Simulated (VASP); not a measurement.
# KMgF3 (cubic perovskite) (Pm-3m) in VASP: notebook

The runs below take KMgF3 (cubic perovskite) through single point, relaxation of cell and atoms, with PBEsol.

Program: VASP 6.6.1. These are calculated values, not measurements. Logs are shortened: lines on timing, memory, paths and dates and some standing lists are left out, and cuts for length are marked.

## Step 1: The cell of the first run

It takes space group Pm-3m (No. 221, cubic). Conventional cell: a = 3.991 Å, b = 3.991 Å, c = 3.991 Å, α = 90.00°, β = 90.00°, γ = 90.00°. K (site symmetry m-3m) has 12 F at 2.82 Å and 8 Mg at 3.46 Å within 3.7 Å. Within 2.6 Å of Mg (site symmetry m-3m) lie 6 F at 2.00 Å. Within 2.6 Å of F (site symmetry 4/mmm) lie 2 Mg at 2.00 Å.

## Step 2: Single point, PBEsol

INCAR reads:

```
PREC     = Accurate       # precision mode
ENCUT    = 520            # plane-wave cutoff, eV
EDIFF    = 1E-6           # SCF threshold, eV
ISMEAR   = 0              # smearing method
SIGMA    = 0.01           # smearing width, eV
LREAL    = False          # projectors in reciprocal space
LASPH    = True           # aspherical terms in the spheres
NELM     = 100            # most SCF steps
ALGO     = Normal         # electronic algorithm
ISIF     = 2              # what is computed and relaxed
LWAVE    = False          # write WAVECAR
LCHARG   = False          # write CHGCAR
GGA      = PS             # functional
NBANDS   = 24             # bands
```

KPOINTS reads:

```
Automatic mesh
0
Gamma
  6 6 6
```

POSCAR reads:

```
KMgF3
1.0
    3.9913957001      0.0000000000      0.0000000000
    0.0000000000      3.9913957001      0.0000000000
    0.0000000000      0.0000000000      3.9913957001
K Mg F
1 1 3
Direct
    0.5000000000      0.5000000000      0.5000000000
    0.0000000000      0.0000000000      0.0000000000
    0.5000000000      0.0000000000      0.0000000000
    0.0000000000      0.5000000000      0.0000000000
    0.0000000000      0.0000000000      0.5000000000
```

Potentials or basis: VASP PAW PBE potentials, release 64 (K_sv, Mg, F).

Run with:

```console
$ cat potpaw_PBE.64/K_sv/POTCAR potpaw_PBE.64/Mg/POTCAR potpaw_PBE.64/F/POTCAR > POTCAR
$ mpirun -np 1 vasp_std > vasp.out
```

OUTCAR:

```text
PREC = Accurate
   ENCUT = 520
   EDIFF = 1E-6
   ISMEAR = 0
   LREAL = False
   LASPH = True
   NELM = 100
   ISIF = 2
   GGA = PS

 ion  position               nearest neighbor table
   1  0.500  0.500  0.500-   3 2.82   4 2.82   5 2.82   3 2.82   4 2.82   3 2.82   5 2.82   3 2.82
                             4 2.82   5 2.82   4 2.82   5 2.82   2 3.46   2 3.46   2 3.46   2 3.46
   2  0.000  0.000  0.000-   3 2.00   4 2.00   5 2.00   5 2.00   4 2.00   3 2.00   1 3.46   1 3.46
                             1 3.46   1 3.46   1 3.46   1 3.46   1 3.46   1 3.46
   3  0.500  0.000  0.000-   2 2.00   2 2.00   1 2.82   1 2.82   1 2.82   1 2.82
   4  0.000  0.500  0.000-   2 2.00   2 2.00   1 2.82   1 2.82   1 2.82   1 2.82
   5  0.000  0.000  0.500-   2 2.00   2 2.00   1 2.82   1 2.82   1 2.82   1 2.82

  LATTYP: Found a simple cubic cell.
 ALAT       =     3.9913957001

  Lattice vectors:

 A1 = (   3.9913957001,   0.0000000000,   0.0000000000)
 A2 = (   0.0000000000,   3.9913957001,   0.0000000000)
 A3 = (   0.0000000000,   0.0000000000,   3.9913957001)

Analysis of symmetry for initial positions (statically):
=====================================================================
 Subroutine PRICEL returns:
 Original cell was already a primitive cell.

 Routine SETGRP: Setting up the symmetry group for a
 simple cubic supercell.

 Subroutine GETGRP returns: Found 48 space group operations
 (whereof 48 operations were pure point group operations)
 out of a pool of 48 trial point group operations.

The static configuration has the point symmetry O_h .

Analysis of symmetry for dynamics (positions and initial velocities):
=====================================================================
 Subroutine PRICEL returns:
 Original cell was already a primitive cell.

 Routine SETGRP: Setting up the symmetry group for a
 simple cubic supercell.

 Subroutine GETGRP returns: Found 48 space group operations
 (whereof 48 operations were pure point group operations)
 out of a pool of 48 trial point group operations.

The dynamic configuration has the point symmetry O_h .

 Subroutine INISYM returns: Found 48 space group operations
 (whereof 48 operations are pure point group operations),
 and found     1 'primitive' translations

----------------------------------------------------------------------------------------

                                     Primitive cell

  volume of cell :      63.5879

  direct lattice vectors                    reciprocal lattice vectors
     3.991395700  0.000000000  0.000000000     0.250538928  0.000000000  0.000000000
     0.000000000  3.991395700  0.000000000     0.000000000  0.250538928  0.000000000
     0.000000000  0.000000000  3.991395700     0.000000000  0.000000000  0.250538928

  length of vectors
     3.991395700  3.991395700  3.991395700     0.250538928  0.250538928  0.250538928

  position of ions in fractional coordinates (direct lattice)
     0.500000000  0.500000000  0.500000000
     0.000000000  0.000000000  0.000000000
     0.500000000  0.000000000  0.000000000
     0.000000000  0.500000000  0.000000000
     0.000000000  0.000000000  0.500000000

  ion indices of the primitive-cell ions
   primitive index   ion index
                 1           1
                 2           2
                 3           3
                 4           4
                 5           5

----------------------------------------------------------------------------------------

 KPOINTS: Automatic mesh

Automatic generation of k-mesh.
 Grid dimensions read from file:
 generate k-points for:    6    6    6

 Generating k-lattice:

  Cartesian coordinates                     Fractional coordinates (reciprocal lattice)
     0.041756488  0.000000000  0.000000000     0.166666667  0.000000000  0.000000000
     0.000000000  0.041756488  0.000000000     0.000000000  0.166666667  0.000000000
     0.000000000  0.000000000  0.041756488     0.000000000  0.000000000  0.166666667

  Length of vectors
     0.041756488  0.041756488  0.041756488

  Shift w.r.t. Gamma in fractional coordinates (k-lattice)
     0.000000000  0.000000000  0.000000000

 Subroutine IBZKPT returns following result:
 ===========================================

 Found     20 irreducible k-points:

 Following reciprocal coordinates:
            Coordinates               Weight
  0.000000  0.000000  0.000000      1.000000
  0.166667  0.000000  0.000000      6.000000
  0.333333  0.000000  0.000000      6.000000
  0.500000  0.000000  0.000000      3.000000
  0.166667  0.166667  0.000000     12.000000
  0.333333  0.166667  0.000000     24.000000
[... 12 lines left out ...]
  0.500000  0.500000  0.333333      6.000000
  0.500000  0.500000  0.500000      1.000000
   k-points           NKPTS =     20   k-points in BZ     NKDIM =     20   number of bands    NBANDS=     24
   number of dos      NEDOS =    301   number of ions     NIONS =      5
   total plane-waves  NPLWV =  27000
   dimension x,y,z NGX =    30 NGY =   30 NGZ =   30
   dimension x,y,z NGXF=    60 NGYF=   60 NGZF=   60
   ions per type =               1   1   3
   NGX,Y,Z   is equivalent  to a cutoff of  12.50, 12.50, 12.50 a.u.
   NGXF,Y,Z  is equivalent  to a cutoff of  24.99, 24.99, 24.99 a.u.
 SYSTEM =  unknown system
   PREC   = accura    normal or accurate (medium, high low for compatibility)
   ISTART =      0    job   : 0-new  1-cont  2-samecut
   ICHARG =      2    charge: 1-file 2-atom 10-const
   ISPIN  =      1    spin polarized calculation?
   LNONCOLLINEAR =      F non collinear calculations
   LSORBIT =      F    spin-orbit coupling
   LASPH  =      T    aspherical Exc in radial PAW
   ENCUT  =  520.0 eV  38.22 Ry    6.18 a.u.   7.42  7.42  7.42*2*pi/ulx,y,z
   NELM   =    100;   NELMIN=  2; NELMDL= -5     # of ELM steps
   EDIFF  = 0.1E-05   stopping-criterion for ELM
   LREAL  =      F    real-space projection
   EDIFFG = 0.1E-04   stopping-criterion for IOM
   NSW    =      0    number of steps for IOM
   IBRION =     -1    ionic relax: 0-MD 1-quasi-New 2-CG
   NFREE  =      0    steps in history (QN), initial steepest desc. (CG)
   ISIF   =      2    stress and relaxation
   ISYM   =      2    0-nonsym 1-usesym 2-fastsym
   POTIM  = 0.5000    time-step for ionic-motion
   TEBEG  =    0.0;   TEEND  =   0.0 temperature during run
   PSTRESS=    0.0 pullay stress
   NELECT =      32.0000    total number of electrons
   NUPDOWN=      -1.0000    fix difference up-down
   EMIN   =  10.00;   EMAX   =-10.00  energy-range for DOS
   EFERMI =   0.00;   METHOD = LEGACY
   ISMEAR =     0;   SIGMA  =   0.01  broadening in eV -4-tet -1-fermi 0-gaus
   EFERMI_NEDOS =   21; number of points for ismear=-14 and -15
   IALGO  =     38    algorithm
   IMIX   =      4    mixing-type and parameters
     AMIX     =   0.40;   BMIX     =  1.00
     AMIX_MAG =   1.60;   BMIX_MAG =  1.00
  volume/ion in A,a.u.               =      12.72        85.82
  Fermi-wavevector in a.u.,A,eV,Ry     =   1.302167  2.460739 23.070570  1.695639
  Thomas-Fermi vector in A             =   2.433253
   LORBIT       =      0    0 simple, 1 ext, 2 COOP (PROOUT), +10 PAW based schemes
   GGA     = PS    functional components
   LHFCALC =     F    Hartree Fock is set to
   AEXX    =    0.0000 exact exchange contribution
   IVDW    =     0    specifies the selected vdW correction
   LEPSILON=     F    determine dielectric tensor
   LRPA    =     F    only Hartree local field effects (RPA)
 non-spin polarized calculation
 Gauss-broadening in eV      SIGMA  =   0.01
  energy-cutoff  :      520.00
  volume of cell :       63.59
 maximum number of plane-waves:      1743
 NGX is ok and might be reduce to    30
   NGX = 15   NGY = 15   NGZ = 15

 number of electron      31.9999958 magnetization

 Free energy of the ion-electron system (eV)
  ---------------------------------------------------
  ext. energy  EPLUGINS =         0.00000000
  ---------------------------------------------------
  free energy    TOTEN  =       -25.26308124 eV

  energy without entropy =      -25.26308124  energy(sigma->0) =      -25.26308124

 E-fermi :  -1.6102     XC(G=0):  -9.9235

 val. band max:       -1.7271101735   @ k =   0.5000   0.5000   0.5000
 cond. band min:       5.3649551476   @ k =   0.0000   0.0000   0.0000
 fundamental gap:      7.0920653211
 Fermi energy:        -1.6101502666

 k-point     1 :       0.0000    0.0000    0.0000
  band No.  band energies     occupation
      1     -27.2120      2.00000
      2     -21.7275      2.00000
      3     -21.0636      2.00000
      4     -21.0636      2.00000
      5     -10.7760      2.00000
      6     -10.7760      2.00000
[... 16 lines left out ...]
     23      12.0918      0.00000
     24      14.9483      0.00000

 k-point     2 :       0.1667    0.0000    0.0000
  band No.  band energies     occupation
      1     -27.2047      2.00000
      2     -21.6973      2.00000
      3     -21.1013      2.00000
      4     -21.0610      2.00000
      5     -10.7721      2.00000
      6     -10.7617      2.00000
[... 16 lines left out ...]
     23      12.0861      0.00000
     24      14.8414      0.00000

 k-point     3 :       0.3333    0.0000    0.0000
  band No.  band energies     occupation
      1     -27.1901      2.00000
      2     -21.6227      2.00000
      3     -21.1905      2.00000
      4     -21.0565      2.00000
      5     -10.7644      2.00000
      6     -10.7327      2.00000
[... 16 lines left out ...]
     23      12.0695      0.00000
     24      14.4834      0.00000

 k-point     4 :       0.5000    0.0000    0.0000
  band No.  band energies     occupation
      1     -27.1828      2.00000
      2     -21.5717      2.00000
      3     -21.2484      2.00000
      4     -21.0533      2.00000
      5     -10.7606      2.00000
      6     -10.7180      2.00000
[... 16 lines left out ...]
     23      12.6269      0.00000
     24      13.5531      0.00000

 k-point     5 :       0.1667    0.1667    0.0000
  band No.  band energies     occupation
      1     -27.1980      2.00000
      2     -21.6653      2.00000
      3     -21.1162      2.00000
      4     -21.0796      2.00000
      5     -10.7931      2.00000
      6     -10.7479      2.00000
[... 16 lines left out ...]
     23      12.1227      0.00000
     24      14.2495      0.00000

 k-point     6 :       0.3333    0.1667    0.0000
  band No.  band energies     occupation
      1     -27.1844      2.00000
      2     -21.5864      2.00000
      3     -21.1949      2.00000
      4     -21.0829      2.00000
      5     -10.7959      2.00000
      6     -10.7399      2.00000
[... 16 lines left out ...]
     23      12.1797      0.00000
     24      13.8155      0.00000
[... 271 lines left out ...]
 k-point    17 :       0.3333    0.3333    0.3333
  band No.  band energies     occupation
      1     -27.1598      2.00000
      2     -21.3947      2.00000
      3     -21.2058      2.00000
      4     -21.2058      2.00000
      5     -10.8876      2.00000
      6     -10.8876      2.00000
[... 16 lines left out ...]
     23      13.0536      0.00000
     24      13.7664      0.00000

 k-point    18 :       0.5000    0.3333    0.3333
  band No.  band energies     occupation
      1     -27.1553      2.00000
      2     -21.3321      2.00000
      3     -21.2566      2.00000
      4     -21.2013      2.00000
      5     -10.9125      2.00000
      6     -10.9062      2.00000
[... 16 lines left out ...]
     23      12.4738      0.00000
     24      13.4346      0.00000

 k-point    19 :       0.5000    0.5000    0.3333
  band No.  band energies     occupation
      1     -27.1514      2.00000
      2     -21.2621      2.00000
      3     -21.2541      2.00000
      4     -21.2541      2.00000
      5     -10.9396      2.00000
      6     -10.9396      2.00000
[... 16 lines left out ...]
     23      12.8180      0.00000
     24      12.8180      0.00000

 k-point    20 :       0.5000    0.5000    0.5000
  band No.  band energies     occupation
      1     -27.1479      2.00000
      2     -21.2490      2.00000
      3     -21.2490      2.00000
      4     -21.2490      2.00000
      5     -10.9682      2.00000
      6     -10.9682      2.00000
[... 16 lines left out ...]
     23      13.1836      0.00000
     24      13.1836      0.00000

------------------------ aborting loop because EDIFF is reached ----------------------------------------

  FORCE on cell =-STRESS in cart. coord.  units (eV):
  Direction    XX          YY          ZZ          XY          YZ          ZX
  --------------------------------------------------------------------------------------
  -------------------------------------------------------------------------------------
  Total       -0.1561125     -0.1561125     -0.1561125     -0.0000000     -0.0000000      0.0000000
  in kB       -3.9334532     -3.9334532     -3.9334532     -0.0000000     -0.0000000      0.0000000
  external PRESSURE =      -3.9334532 kB  Pullay stress =       0.0000000 kB

 VOLUME and BASIS-vectors are now :
 -----------------------------------------------------------------------------
  energy-cutoff  :      520.00
  volume of cell :       63.59
      direct lattice vectors                 reciprocal lattice vectors
     3.991395700  0.000000000  0.000000000     0.250538928  0.000000000  0.000000000
     0.000000000  3.991395700  0.000000000     0.000000000  0.250538928  0.000000000
     0.000000000  0.000000000  3.991395700     0.000000000  0.000000000  0.250538928

 POSITION                                       TOTAL-FORCE (eV/Angst)
 -----------------------------------------------------------------------------------
      1.99570      1.99570      1.99570         0.000000      0.000000      0.000000
      0.00000      0.00000      0.00000         0.000000      0.000000      0.000000
      1.99570      0.00000      0.00000         0.000000      0.000000      0.000000
      0.00000      1.99570      0.00000         0.000000      0.000000      0.000000
      0.00000      0.00000      1.99570         0.000000      0.000000      0.000000
 -----------------------------------------------------------------------------------
    total drift:                                0.000000     -0.000000      0.000000

  FREE ENERGIE OF THE ION-ELECTRON SYSTEM (eV)
  ---------------------------------------------------
  free  energy   TOTEN  =       -25.2630812430 eV

  energy  without entropy=      -25.2630812430  energy(sigma->0) =      -25.26308124
```

It took 12 s on 1 thread of Intel Xeon 6975P-C (Granite Rapids), shared host; peak memory 0.17 GiB.

Results:

```yaml
Free_energy: -25.2631 eV
Pressure: -0.4 GPa
Band_gap_on_the_k_mesh: 7.09 eV, indirect (least direct gap 7.42 eV)
```

Levels at points of the mesh, in eV from the valence-band top:
```
           k point  band 14  band 15  band 16  band 17  band 18  band 19
(0.00, 0.00, 0.00)    -0.32    -0.32    -0.32     7.09     9.94     9.94
(0.50, 0.00, 0.00)    -0.87    -0.53    -0.53     9.93    10.25    11.00
(0.50, 0.50, 0.00)    -0.90    -0.90    -0.02    10.78    11.56    12.40
(0.50, 0.50, 0.50)     0.00     0.00     0.00    10.29    10.29    10.29
```

Caveat: the PAW data sets were made with another functional, which shifts forces and pressure a little.

## Step 3: Relaxation of cell and atoms, PBEsol

This run uses another cell than the first one, of 12.86 Å³/atom, 1.011 times its volume.

INCAR reads:

```
SYSTEM = KMgF3
PREC = Accurate ; ENCUT = 600
EDIFF = 1E-7 ; ISMEAR = 0
SIGMA = 0.01 ; LREAL = .False.
LASPH = .True. ; NELM = 100
ALGO = Normal ; ISIF = 3
LWAVE = .False. ; LCHARG = .False.
GGA = PS ; IBRION = 2
NSW = 80 ; EDIFFG = -0.002
```

KPOINTS reads:

```
Automatic mesh
0
Gamma
  6 6 6
  0 0 0
```

POSCAR: that of step 2 with these lines changed.

```diff
@@ -2,5 +2,5 @@
 1.0
-    3.9913957001      0.0000000000      0.0000000000
-    0.0000000000      3.9913957001      0.0000000000
-    0.0000000000      0.0000000000      3.9913957001
+    4.0060000000      0.0000000000      0.0000000000
+    0.0000000000      4.0060000000      0.0000000000
+    0.0000000000      0.0000000000      4.0060000000
 K Mg F
```

Potentials or basis: VASP PAW PBE potentials, release 64 (K_sv, Mg, F).

Run with:

```console
$ cat potpaw_PBE.64/K_sv/POTCAR potpaw_PBE.64/Mg/POTCAR potpaw_PBE.64/F/POTCAR > POTCAR
$ mpirun -np 1 vasp_std > vasp.out
```

Wall time 25 s (1 thread of Intel Xeon 6975P-C (Granite Rapids), shared host); peak memory 0.2 GiB.

The run converged. Its results:

| Quantity | Value |
| --- | --- |
| Free energy | -25.2726 eV |
| Relaxed volume | 12.63 Å³/atom |
| Relaxed cell | a = 3.983 Å, b = 3.983 Å, c = 3.983 Å, α = 90.00°, β = 90.00°, γ = 90.00° |
| Space group after relaxing (to 0.05 Å) | Pm-3m (No. 221) |
| Energy gained by relaxing | 0.9 meV/atom |
| Ionic steps | 3 |
| Pressure after relaxing | 0.0 GPa |
| Band gap on the k mesh | 7.14 eV, indirect (least direct gap 7.47 eV) |

Step by step:
```tsv
step	energy change (eV)	largest force (eV/Å)	pressure (GPa)	volume (Å³)
1	0.0000	0.0000	-1.24	64.29
2	-0.0043	0.0000	-0.22	63.36
3	-0.0044	0.0000	0.00	63.17
```

Final structure:
```
K Mg F
1.0
     3.98268    0.00000    0.00000
     0.00000    3.98268    0.00000
     0.00000    0.00000    3.98268
K Mg F
1 1 3
Cartesian
  1.9913 1.9913 1.9913
  0.0000 0.0000 0.0000
  1.9913 0.0000 0.0000
  0.0000 1.9913 0.0000
  0.0000 0.0000 1.9913
```

Levels at points of the mesh, in eV from the valence-band top:
| k point | band 12 | band 13 | band 14 | band 15 | band 16 | band 17 | band 18 | band 19 | band 20 |
| --- | --- | --- | --- | --- | --- | --- | --- | --- | --- |
| (0.00, 0.00, 0.00) | -0.64 | -0.64 | -0.32 | -0.32 | -0.32 | 7.14 | 9.95 | 9.95 | 12.14 |
| (0.50, 0.00, 0.00) | -0.89 | -0.88 | -0.88 | -0.54 | -0.54 | 9.97 | 10.31 | 11.02 | 12.75 |
| (0.50, 0.50, 0.00) | -1.06 | -1.06 | -0.91 | -0.91 | -0.02 | 10.82 | 11.60 | 12.47 | 12.47 |
| (0.50, 0.50, 0.50) | -1.13 | -1.13 | 0.00 | 0.00 | 0.00 | 10.32 | 10.32 | 10.32 | 13.82 |

Caveat: the PAW data sets were made with another functional, which shifts forces and pressure a little. PBEsol gaps usually lie below the measured ones, often by a third to a half.
